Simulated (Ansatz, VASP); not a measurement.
**Ir12O in VASP and in Ansatz**

```
Ir O
1.0
     5.43090    0.00000    0.00000
     0.00000    5.43090    0.00000
     0.00000    0.00000   21.00140
Ir O
12 1
Cartesian
  1.3577 1.3577 4.0000
  1.3577 4.0732 4.0000
  4.0732 1.3577 4.0000
  4.0732 4.0732 4.0000
  0.0000 0.0000 5.8506
  0.0000 2.7155 5.8506
  2.7155 0.0000 5.8506
  2.7155 2.7155 5.8506
  1.3577 1.3577 7.7014
  1.3577 4.0732 7.7014
  4.0732 1.3577 7.7014
  4.0732 4.0732 7.7014
  1.8103 1.8103 11.0014
```

Alike in both runs: task single point; functional PBE; dispersion D3(BJ); k mesh 5 × 5 × 1; occupations gaussian, width 0.1 eV; no spin polarisation.

|  | VASP | Ansatz |
| --- | --- | --- |
| version | VASP 6.6.1 | Ansatz 0.2.0 |
| potentials or method | VASP PAW PBE potentials, release 64 (Ir, O), cutoff 520 eV | scalar-relativistic, plane waves, PAW |
| valence electrons in the cell | 114 | 210 |

|  | VASP | Ansatz | Ansatz less VASP |
| --- | --- | --- | --- |
| gap on the k mesh at the Fermi level (eV) | none | none | - |
| rms of the force components (eV/Å) | 0.268 | 0.263 | -0.0046 |
| work function, face that differs most (eV) | 5.33 | 5.33 | +0.004 |

Atom by atom the forces differ by 0.024 eV/Å (rms over components). A gap of «none» marks a metal or a gap that the smearing closes. VASP's potentials hold 114 valence electrons a cell and Ansatz's 210, so a difference there can come from the potentials and not from the codes.

Neither program's run includes spin-orbit coupling.
